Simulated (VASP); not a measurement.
# SnO (P4/nmm) in VASP: settings compared

SnO is run at these levels: PBE, r2SCAN; tasks: single point.

Program: VASP 6.6.1. These are calculated values, not measurements. Logs are shortened: lines on timing, memory, paths and dates and some standing lists are left out, and cuts for length are marked.

## (1) The cell of the first run

Symmetry: P4/nmm, No. 129, tetragonal system. The conventional cell has a = 3.868 Å, b = 3.868 Å, c = 5.074 Å, α = 90.00°, β = 90.00°, γ = 90.00°. Within 3.0 Å of Sn (site symmetry 4mm) lie 4 O at 2.25 Å. O (site symmetry -4m2) has 4 Sn at 2.25 Å and 4 O at 2.74 Å within 3.0 Å.

## (2) Single point, PBE

Contents of INCAR:

```
PREC     = Accurate       # precision mode
ENCUT    = 520            # plane-wave cutoff, eV
EDIFF    = 1E-6           # SCF threshold, eV
ISMEAR   = 0              # smearing method
SIGMA    = 0.01           # smearing width, eV
LREAL    = False          # projectors in reciprocal space
LASPH    = True           # aspherical terms in the spheres
NELM     = 100            # most SCF steps
ALGO     = Normal         # electronic algorithm
ISIF     = 2              # what is computed and relaxed
LWAVE    = False          # write WAVECAR
LCHARG   = False          # write CHGCAR
GGA      = PE             # functional
NBANDS   = 28             # bands
```

Contents of KPOINTS:

```
regular mesh
0
Gamma
  10 10 8
```

Contents of POSCAR:

```
SnO
1.0
    3.8679333334      0.0000000000      0.0000000000
    0.0000000000      3.8679333334      0.0000000000
    0.0000000000      0.0000000000      5.0735697201
Sn O
2 2
Direct
    0.0000000000      0.5000000000      0.2284938125
    0.5000000000      0.0000000000      0.7715061875
    0.0000000000      0.0000000000      0.0000000000
    0.5000000000      0.5000000000      0.0000000000
```

Potentials or basis: VASP PAW PBE potentials, release 64 (Sn_d, O).

Launch:

```sh
> cat potpaw_PBE.64/Sn_d/POTCAR potpaw_PBE.64/O/POTCAR > POTCAR
> mpirun -np 1 vasp_std > vasp.out
```

OUTCAR:

```text
PREC = Accurate
   ENCUT = 520
   EDIFF = 1E-6
   ISMEAR = 0
   LREAL = False
   LASPH = True
   NELM = 100
   ISIF = 2
   GGA = PE

 ion  position               nearest neighbor table
   1  0.000  0.500  0.228-   3 2.25   4 2.25   3 2.25   4 2.25   2 3.59   2 3.59   2 3.59   2 3.59

   2  0.500  0.000  0.772-   3 2.25   4 2.25   4 2.25   3 2.25   1 3.59   1 3.59   1 3.59   1 3.59

   3  0.000  0.000  0.000-   1 2.25   2 2.25   1 2.25   2 2.25
   4  0.500  0.500  0.000-   1 2.25   2 2.25   2 2.25   1 2.25

  LATTYP: Found a simple tetragonal cell.
 ALAT       =     3.8679333334
 C/A-ratio  =     1.3117004050

  Lattice vectors:

 A1 = (   3.8679333334,   0.0000000000,   0.0000000000)
 A2 = (   0.0000000000,   3.8679333334,   0.0000000000)
 A3 = (   0.0000000000,   0.0000000000,   5.0735697201)

Analysis of symmetry for initial positions (statically):
=====================================================================
 Subroutine PRICEL returns:
 Original cell was already a primitive cell.

 Routine SETGRP: Setting up the symmetry group for a
 simple tetragonal supercell.

 Subroutine GETGRP returns: Found 16 space group operations
 (whereof  8 operations were pure point group operations)
 out of a pool of 16 trial point group operations.

The static configuration has the point symmetry D_2d.
 The point group associated with its full space group is D_4h.

Analysis of symmetry for dynamics (positions and initial velocities):
=====================================================================
 Subroutine PRICEL returns:
 Original cell was already a primitive cell.

 Routine SETGRP: Setting up the symmetry group for a
 simple tetragonal supercell.

 Subroutine GETGRP returns: Found 16 space group operations
 (whereof  8 operations were pure point group operations)
 out of a pool of 16 trial point group operations.

The dynamic configuration has the point symmetry D_2d.
 The point group associated with its full space group is D_4h.

 Subroutine INISYM returns: Found 16 space group operations
 (whereof  8 operations are pure point group operations),
 and found     1 'primitive' translations

----------------------------------------------------------------------------------------

                                     Primitive cell

  volume of cell :      75.9052

  direct lattice vectors                    reciprocal lattice vectors
     3.867933333  0.000000000  0.000000000     0.258535997  0.000000000  0.000000000
[... 86 lines left out ...]
   LSORBIT =      F    spin-orbit coupling
   LASPH  =      T    aspherical Exc in radial PAW
   ENCUT  =  520.0 eV  38.22 Ry    6.18 a.u.   7.19  7.19  9.43*2*pi/ulx,y,z
   NELM   =    100;   NELMIN=  2; NELMDL= -5     # of ELM steps
   EDIFF  = 0.1E-05   stopping-criterion for ELM
   LREAL  =      F    real-space projection
   EDIFFG = 0.1E-04   stopping-criterion for IOM
   NSW    =      0    number of steps for IOM
   IBRION =     -1    ionic relax: 0-MD 1-quasi-New 2-CG
   NFREE  =      0    steps in history (QN), initial steepest desc. (CG)
   ISIF   =      2    stress and relaxation
   ISYM   =      2    0-nonsym 1-usesym 2-fastsym
   POTIM  = 0.5000    time-step for ionic-motion
   TEBEG  =    0.0;   TEEND  =   0.0 temperature during run
   PSTRESS=    0.0 pullay stress
   NELECT =      40.0000    total number of electrons
   NUPDOWN=      -1.0000    fix difference up-down
   EMIN   =  10.00;   EMAX   =-10.00  energy-range for DOS
   EFERMI =   0.00;   METHOD = LEGACY
   ISMEAR =     0;   SIGMA  =   0.01  broadening in eV -4-tet -1-fermi 0-gaus
   EFERMI_NEDOS =   21; number of points for ismear=-14 and -15
   IALGO  =     38    algorithm
   IMIX   =      4    mixing-type and parameters
     AMIX     =   0.40;   BMIX     =  1.00
     AMIX_MAG =   1.60;   BMIX_MAG =  1.00
  volume/ion in A,a.u.               =      18.98       128.06
  Fermi-wavevector in a.u.,A,eV,Ry     =   1.322323  2.498829 23.790314  1.748539
  Thomas-Fermi vector in A             =   2.452013
   LORBIT       =      0    0 simple, 1 ext, 2 COOP (PROOUT), +10 PAW based schemes
   GGA     = PE    functional components
   LHFCALC =     F    Hartree Fock is set to
   AEXX    =    0.0000 exact exchange contribution
   IVDW    =     0    specifies the selected vdW correction
   LEPSILON=     F    determine dielectric tensor
   LRPA    =     F    only Hartree local field effects (RPA)
 non-spin polarized calculation
 Gauss-broadening in eV      SIGMA  =   0.01
  energy-cutoff  :      520.00
  volume of cell :       75.91
 maximum number of plane-waves:      2068
 NGX is ok and might be reduce to    30
   NGX = 15   NGY = 15   NGZ = 19

 number of electron      39.9999996 magnetization

 Free energy of the ion-electron system (eV)
  ---------------------------------------------------
  ext. energy  EPLUGINS =         0.00000000
  ---------------------------------------------------
  free energy    TOTEN  =       -22.72595007 eV

  energy without entropy =      -22.72595007  energy(sigma->0) =      -22.72595007

 E-fermi :   6.1924     XC(G=0):  -9.8148

 val. band max:        6.1209294036   @ k =   0.1000   0.0000   0.0000
 cond. band min:       6.6343550233   @ k =   0.5000   0.5000   0.0000
 fundamental gap:      0.5134256197
 Fermi energy:         6.1924381932

 k-point     1 :       0.0000    0.0000    0.0000
  band No.  band energies     occupation
      1     -15.6194      2.00000
      2     -15.2557      2.00000
      3     -15.2504      2.00000
      4     -15.2504      2.00000
      5     -15.2212      2.00000
      6     -15.2065      2.00000
[... 733 lines left out ...]
     27      13.5397      0.00000
     28      15.7777      0.00000

 [... further k-points ...]
[... 5 lines left out ...]
  --------------------------------------------------------------------------------------
  -------------------------------------------------------------------------------------
  Total        0.0853610      0.0853610      0.0971238      0.0000000      0.0000000      0.0000000
  in kB        1.8017673      1.8017673      2.0500503      0.0000000      0.0000000      0.0000000
  external PRESSURE =       1.8845283 kB  Pullay stress =       0.0000000 kB

 VOLUME and BASIS-vectors are now :
 -----------------------------------------------------------------------------
  energy-cutoff  :      520.00
  volume of cell :       75.91
      direct lattice vectors                 reciprocal lattice vectors
     3.867933333  0.000000000  0.000000000     0.258535997  0.000000000  0.000000000
     0.000000000  3.867933333  0.000000000     0.000000000  0.258535997  0.000000000
     0.000000000  0.000000000  5.073569720     0.000000000  0.000000000  0.197099883

 POSITION                                       TOTAL-FORCE (eV/Angst)
 -----------------------------------------------------------------------------------
      0.00000      1.93397      1.15928        -0.000000      0.000000      0.077505
      1.93397      0.00000      3.91429         0.000000      0.000000     -0.077505
      0.00000      0.00000      0.00000         0.000000      0.000000      0.000000
      1.93397      1.93397      0.00000        -0.000000     -0.000000      0.000000
 -----------------------------------------------------------------------------------
    total drift:                                0.000000      0.000000     -0.000000

  FREE ENERGIE OF THE ION-ELECTRON SYSTEM (eV)
  ---------------------------------------------------
  free  energy   TOTEN  =       -22.7259500736 eV

  energy  without entropy=      -22.7259500736  energy(sigma->0) =      -22.72595007
```

OSZICAR:

```text
N       E                     dE             d eps       ncg     rms          rms(c)
DAV:   1     0.419681438665E+03    0.41968E+03   -0.19897E+04  6040   0.213E+03
DAV:   2     0.387430749396E+02   -0.38094E+03   -0.36585E+03  6080   0.538E+02
DAV:   3    -0.233552672775E+02   -0.62098E+02   -0.60843E+02  6772   0.181E+02
DAV:   4    -0.264728855847E+02   -0.31176E+01   -0.31021E+01  6672   0.435E+01
DAV:   5    -0.265465320421E+02   -0.73646E-01   -0.73639E-01  6452   0.724E+00    0.117E+01
DAV:   6    -0.227807472105E+02    0.37658E+01   -0.18156E+01  9476   0.457E+01    0.510E+00
DAV:   7    -0.227467634354E+02    0.33984E-01   -0.22367E+00  7008   0.877E+00    0.251E+00
DAV:   8    -0.227325951100E+02    0.14168E-01   -0.31339E-01  7284   0.366E+00    0.817E-01
DAV:   9    -0.227248304749E+02    0.77646E-02   -0.51176E-02  9432   0.216E+00    0.251E-01
DAV:  10    -0.227264372817E+02   -0.16068E-02   -0.86268E-03  7828   0.815E-01    0.168E-01
DAV:  11    -0.227259145605E+02    0.52272E-03   -0.29010E-03  8900   0.468E-01    0.248E-02
DAV:  12    -0.227259540324E+02   -0.39472E-04   -0.33120E-04  6116   0.108E-01    0.340E-02
DAV:  13    -0.227259500577E+02    0.39747E-05   -0.41898E-05  7460   0.551E-02    0.310E-03
DAV:  14    -0.227259500736E+02   -0.15931E-07   -0.37879E-06  6456   0.123E-02
   1 F= -.22725950E+02 E0= -.22725950E+02  d E =-.201688E-26
```

stdout:

```text
POSCAR found type information on POSCAR SnO
 POSCAR found :  2 types and       4 ions
 scaLAPACK will be used
 LDA part: xc-table for (Slater+PW92), standard interpolation
 POSCAR, INCAR and KPOINTS ok, starting setup
 FFT: planning ... GRIDC
 FFT: planning ... GRID_SOFT
 FFT: planning ... GRID
 WAVECAR not read
 entering main loop
```

Wall time 3 min (1 thread of Intel Xeon Platinum 8259CL at 2.50GHz (Skylake/Cascade Lake), shared host); peak memory 0.31 GiB.

Results:

| Property | Result |
| --- | --- |
| Free energy | -22.7260 eV |
| Pressure | 0.2 GPa |
| Largest force | 0.078 eV/Å |
| Band gap on the k mesh | 0.51 eV (least direct gap 1.91 eV) |

Forces on the atoms (eV/Å):
```
Sn   0.000  0.000  0.078
Sn   0.000  0.000 -0.078
O    0.000  0.000  0.000
O    0.000  0.000  0.000
```

Caveat: semilocal functionals underestimate gaps, and a narrow one can read as zero; spin-orbit coupling is left out, which moves the levels of the heavy elements.

## (3) Single point, r2SCAN

Contents of POSCAR:

```
SnO
1.0
    3.8677643025      0.0000000000      0.0000000000
    0.0000000000      3.8677643025      0.0000000000
    0.0000000000      0.0000000000      5.0699830525
Sn O
2 2
Direct
    0.0000000000      0.5000000000      0.2287087015
    0.5000000000      0.0000000000      0.7712912985
    0.0000000000      0.0000000000      0.0000000000
    0.5000000000      0.5000000000      0.0000000000
```

Contents of INCAR.step1:

```
SYSTEM = SnO
PREC     = Accurate       ! precision mode
ENCUT    = 520            ! plane-wave cutoff, eV
ISMEAR   = 0              ! smearing method
SIGMA    = 0.02           ! smearing width, eV
LREAL    = .False.        ! projectors in reciprocal space
LASPH    = .True.         ! aspherical terms in the spheres
NELM     = 80             ! most SCF steps
NBANDS   = 28             ! bands
GGA      = PE             ! functional
ALGO     = Normal         ! electronic algorithm
EDIFF    = 1E-4           ! SCF threshold, eV
LWAVE    = .True.         ! write WAVECAR
LCHARG   = .False.        ! write CHGCAR
```

Contents of INCAR.step2:

```
SYSTEM = SnO
PREC     = Accurate       ! precision mode
ENCUT    = 520            ! plane-wave cutoff, eV
EDIFF    = 1E-7           ! SCF threshold, eV
ISMEAR   = 0              ! smearing method
SIGMA    = 0.02           ! smearing width, eV
LREAL    = .False.        ! projectors in reciprocal space
LASPH    = .True.         ! aspherical terms in the spheres
NELM     = 80             ! most SCF steps
ALGO     = Normal         ! electronic algorithm
ISIF     = 2              ! what is computed and relaxed
LWAVE    = .False.        ! write WAVECAR
LCHARG   = .False.        ! write CHGCAR
METAGGA  = R2SCAN         ! meta-GGA
LMIXTAU  = .True.       
NBANDS   = 28             ! bands
ISTART   = 1
```

Contents of KPOINTS:

```
regular mesh
0
Gamma
  10 10 8
  0 0 0
```

Potentials or basis: VASP PAW PBE potentials, release 64 (Sn_d, O).

Launch:

```sh
> cat potpaw_PBE.64/Sn_d/POTCAR potpaw_PBE.64/O/POTCAR > POTCAR
> cp INCAR.step1 INCAR
> mpirun -np 1 vasp_std > vasp.out
> cp INCAR.step2 INCAR
> mpirun -np 1 vasp_std > vasp.out
```

It took 11 min on 1 thread of Intel Xeon Platinum 8259CL at 2.50GHz (Skylake/Cascade Lake), shared host; peak memory 0.32 GiB.

The run converged. Its results:

```yaml
Free_energy: -66.8755 eV
Pressure: -3.3 GPa
Largest_force: 0.372 eV/Å
Band_gap_on_the_k_mesh: 0.68 eV (least direct gap 2.25 eV)
```

Forces in eV/Å, atoms in the order of the input:
```
Sn   0.000  0.000 -0.372
Sn   0.000  0.000  0.372
O    0.000  0.000  0.000
O    0.000  0.000  0.000
```

Stress tensor (GPa, compression positive):
```
-3.71  0.00  0.00
 0.00 -3.71  0.00
 0.00  0.00 -2.55
```

Levels at points of the mesh, in eV from the valence-band top:
```tsv
k point	band 18	band 19	band 20	band 21	band 22	band 23
(0.00, 0.00, 0.00)	-3.20	-3.20	0.00	2.25	4.32	5.16
(0.50, 0.00, 0.00)	-4.80	-2.53	-2.53	3.32	3.32	6.05
(0.50, 0.50, 0.00)	-2.55	-1.91	-1.91	0.68	0.68	4.87
(0.00, 0.00, 0.50)	-3.21	-3.21	-2.17	2.04	3.53	3.53
(0.50, 0.00, 0.50)	-4.78	-1.73	-1.73	2.70	2.70	5.86
(0.50, 0.50, 0.50)	-2.55	-2.52	-2.52	2.80	2.80	4.08
```

Caveat: the cell stands under tension; semilocal functionals underestimate gaps, and a narrow one can read as zero; the PAW data sets were made with another functional, which shifts forces and pressure a little; spin-orbit coupling is left out, which moves the levels of the heavy elements.
